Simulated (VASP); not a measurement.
Sn:

```
Sn
1.0
    -2.91964    2.91964    1.59380
     2.91964   -2.91964    1.59380
     2.91964    2.91964   -1.59380
Sn
2
Direct
  0.00000 0.00000 0.00000
  0.75000 0.25000 0.50000
```

Base run:

| Quantity | Value |
| --- | --- |
| Program | VASP 6.6.1 |
| Functional | revPBE |
| Potentials or basis | VASP PAW PBE potentials, release 64 (Sn_d) |
| Cutoff | 520 eV |
| k mesh | 10 × 10 × 10 |
| Occupations | methfessel-paxton, width 0.1 eV |
| Spin | no spin polarisation |

Its results: band gap on the k mesh zero (band 14 reaches 9.51 eV, above the bottom of band 15 at 5.62 eV); pressure 3.4 GPa.

Task: The run is repeated on the same cell with these changes: functional from revPBE to BLYP. What comes out?

Result: Band gap on the k mesh zero (band 14 reaches 9.91 eV, above the bottom of band 15 at 6.10 eV); pressure 6.8 GPa.

Caveats: the PAW data sets were made with another functional, which shifts forces and pressure a little; spin-orbit coupling is left out, which moves the levels of the heavy elements.
